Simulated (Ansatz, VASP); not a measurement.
# In2Sb2Cl: VASP beside Ansatz

```
CELL_PARAMETERS angstrom
4.62939 0.00000 0.00000
-2.31469 4.00917 0.00000
0.00000 0.00000 22.01518
ATOMIC_POSITIONS crystal
Sb 0.00000 0.00000 0.18169
Sb 0.33333 0.66667 0.36093
In 0.33333 0.66667 0.22462
In 0.66667 0.33333 0.39587
Cl 0.77778 0.77778 0.54577
```

Alike in both runs: task single point; functional PBE; dispersion D3(BJ); k mesh 6 × 6 × 1; occupations gaussian, width 0.1 eV; no spin polarisation.

|  | VASP | Ansatz |
| --- | --- | --- |
| version | VASP 6.6.1 | Ansatz 0.2.0 |
| potentials or method | VASP PAW PBE potentials, release 64 (Sb, In_d, Cl), cutoff 520 eV | scalar-relativistic, plane waves, PAW |
| valence electrons in the cell | 43 | 63 |

|  | VASP | Ansatz | Ansatz less VASP |
| --- | --- | --- | --- |
| gap on the k mesh at the Fermi level (eV) | none | none | - |
| rms of the force components (eV/Å) | 0.336 | 0.336 | -0.0002 |

A gap of «none» marks a metal or a gap that the smearing closes. VASP's potentials hold 43 valence electrons a cell and Ansatz's 63, so a difference there can come from the potentials and not from the codes.

Neither program's run includes spin-orbit coupling.
